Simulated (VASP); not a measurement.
Input of a VASP 6.6.1 run:

The input INCAR:

```
SYSTEM = GePtN4
  ALGO = Normal
  EDIFF = 1E-6
  EDIFFG = -0.01
  ENCUT = 600
  GGA = PE
  IBRION = 2
  ISIF = 3
  ISMEAR = 0
  LASPH = .TRUE.
  LCHARG = .FALSE.
  LREAL = .FALSE.
  LWAVE = .FALSE.
  NELM = 100
  NSW = 100
  PREC = Accurate
  SIGMA = 0.1
```

File KPOINTS:

```
k-points
0
G
  10 10 4
  0 0 0
```

The input POSCAR:

```
GePtN4
1.0
    3.7096182779      0.0000000000      0.0000000000
    0.0000000000      3.7096182779      0.0000000000
    0.0000000000      0.0000000000      8.7564891671
Ge Pt N
1 1 4
Direct
    0.5000000000      0.5000000000      0.5000000000
    0.0000000000      0.0000000000      0.0000000000
    0.5000000000      0.0000000000      0.0000000000
    0.0000000000      0.5000000000      0.0000000000
    0.0000000000      0.0000000000      0.4318124527
    0.0000000000      0.0000000000      0.5681875473
```

Potentials or basis: VASP PAW PBE potentials, release 64 (Ge_d, Pt, N).

Command:

```bash
$ cat potpaw_PBE.64/Ge_d/POTCAR potpaw_PBE.64/Pt/POTCAR potpaw_PBE.64/N/POTCAR > POTCAR
$ mpirun -np 1 vasp_std > vasp.out
```

Q: What does it give for the band gap on the k mesh?

A: Zero (bands 22 and 23 overlap by 1.47 eV).

Q: Estimate the space group after relaxing (to 0.1 Å).

A: P4/mmm (No. 123).

Forces on the atoms (eV/Å):
```
Ge   0.000  0.000  0.000
Pt   0.000  0.000  0.000
N    0.000  0.000  0.000
N    0.000  0.000  0.000
N    0.000  0.000  0.005
N    0.000  0.000 -0.005
```

Caveat: the standard files for N, O and F lose accuracy on very short bonds; spin-orbit coupling is left out, which moves the levels of the heavy elements.
